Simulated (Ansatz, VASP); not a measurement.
## Two plane-wave programs on Sn

File INCAR:

```
PREC = Accurate ; ENCUT = 520
EDIFF = 1E-6 ; ISMEAR = 0
SIGMA = 0.15 ; LREAL = False
LASPH = True ; NELM = 60
ALGO = Fast ; ISIF = 2
LWAVE = False ; LCHARG = False
GGA = PE ; NBANDS = 21
```

The input KPOINTS:

```
regular mesh
0
Gamma
  12 12 12
```

POSCAR

```
Sn
1.0
    0.0000000000      3.3429680000      3.2456000000
    3.3429680000      0.0000000000      3.2456000000
    3.3429680000      3.3429680000      0.0000000000
Sn
2
Direct
    0.5000000000      0.5000000000      0.5000000000
    0.7500000000      0.7500000000      0.7500000000
```

Input for Ansatz:

```yaml
crystal:
  lattice:
    - [0.0, 3.342968, 3.2456]
    - [3.342968, 0.0, 3.2456]
    - [3.342968, 3.342968, 0.0]
  atoms:
    - { symbol: Sn, position: [0.5, 0.5, 0.5] }
    - { symbol: Sn, position: [0.75, 0.75, 0.75] }
basis:
  ecutwfc: 420
kpoints:
  mp_grid: { grid: [12, 12, 12] }
hamiltonian:
  xc: pbe
scf:
  occupations: { method: gaussian, width: 0.15 }
output:
  forces: true
  stress: true
  eigenvalues: true
```

Change from the starting cell: strain +0.030 along x and y, +0.000 along z, atoms carried along.

Alike in both runs: task single point; functional PBE; k mesh 12 × 12 × 12; occupations gaussian, width 0.15 eV; no spin polarisation.

```csv
,VASP,Ansatz
version,VASP 6.6.1,Ansatz 0.2.0
potentials or method,"VASP PAW PBE potentials, release 64 (Sn_d), cutoff 520 eV","scalar-relativistic, plane waves, PAW"
valence electrons in the cell,28,28
```

|  | VASP | Ansatz | Ansatz less VASP |
| --- | --- | --- | --- |
| gap on the k mesh at the Fermi level (eV) | none | none | - |
| pressure (GPa) | 0.5 | 0.6 | +0.06 |
| traceless stress, the component that is largest in VASP (GPa) | 0.53 | 0.53 | 0.000 |

A gap of «none» marks a metal or a gap that the smearing closes.
